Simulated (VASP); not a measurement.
Runs of VASP 6.6.1 on BiTe. Symmetry: Fm-3m, No. 225, cubic system. Conventional cell: a = 6.507 Å, b = 6.507 Å, c = 6.507 Å, α = 90.00°, β = 90.00°, γ = 90.00°. Bi (site symmetry m-3m) has 6 Te at 3.25 Å within 4.3 Å. Within 4.3 Å of Te (site symmetry m-3m) lie 6 Bi at 3.25 Å. 

```tsv
task	level	potentials or basis	spin	gap on the mesh (eV)	pressure (GPa)
single point	PBE	VASP PAW PBE potentials, release 64 (Bi_d, Te)	non-collinear, zero start, SOC	-	1.1
single point	PBE	VASP PAW PBE potentials, release 64 (Bi_d, Te)	off	none	-0.1
electric field gradients	PBE	VASP PAW PBE potentials, release 64 (Bi_d, Te)	off	none	-0.1
electric field gradients	LDA	VASP PAW LDA potentials, release 64 (Bi_d, Te)	off	none	-3.5
electric field gradients	PBEsol	VASP PAW PBE potentials, release 64 (Bi_d, Te)	off	none	(a)
```

Alike in all rows: cell as given; k mesh 10 × 10 × 10; cutoff (eV) 520; smearing fermi-dirac 0.05 eV.

Fill in the values left out.

(a) -2.5.

Caveats: spin-orbit coupling is left out, which moves the levels of the heavy elements (some runs); the PAW data sets were made with another functional, which shifts forces and pressure a little (some runs).

A k mesh can miss the band edges, and rows without SOC leave out spin-orbit coupling on Bi, Te.

A gap of «none» marks levels without a gap at the run's occupations.
